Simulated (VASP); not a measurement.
Set up this calculation in VASP 6.6.1, as the native input.

- Task: single point
- Functional: PBEsol
- Dispersion: D4
- Potentials or basis: VASP PAW PBE potentials, release 64 (Al, N)
- Cutoff: 520 eV
- k mesh: 10 × 10 × 10
- Occupations: fermi-dirac, width 0.05 eV
- Spin: no spin polarisation
- Dipole correction: no
- Further INCAR settings: ALGO = Normal; EDIFF = 1e-06; NBANDS = 11

The structure of AlN lies in POSCAR:

```
AlN
1.0
    0.0000000000      2.1394097525      2.1394097525
    2.1394097525      0.0000000000      2.1394097525
    2.1394097525      2.1394097525      0.0000000000
Al N
1 1
Direct
    0.0000000000      0.0000000000      0.0000000000
    0.2500000000      0.2500000000      0.2500000000
```

The input as run:

INCAR

```
SYSTEM = AlN
  PREC = Accurate
  ENCUT = 520
  EDIFF = 1E-6
  ISMEAR = -1
  SIGMA = 0.05
  LREAL = .FALSE.
  LASPH = .TRUE.
  NELM = 80
  ALGO = Normal
  ISIF = 2
  LWAVE = .FALSE.
  LCHARG = .FALSE.
  GGA = PS
  IVDW = 13
  NBANDS = 11
```

KPOINTS

```
regular mesh
0
G
  10 10 10
  0 0 0
```

Potentials or basis: VASP PAW PBE potentials, release 64 (Al, N).

Launch:

```bash
$ cat potpaw_PBE.64/Al/POTCAR potpaw_PBE.64/N/POTCAR > POTCAR
$ mpirun -np 1 vasp_std > vasp.out
```

It gave:

```
Pressure                   : 12.8 GPa
Band gap on the k mesh     : 3.21 eV, indirect (least direct gap 4.69 eV)
Dispersion energy per atom : -0.185 eV
```

Caveat: the PAW data sets were made with another functional, which shifts forces and pressure a little.

Wall time 13 s on 1 thread of Intel Xeon 8259CL, on a shared host, peak memory 0.13 GiB.
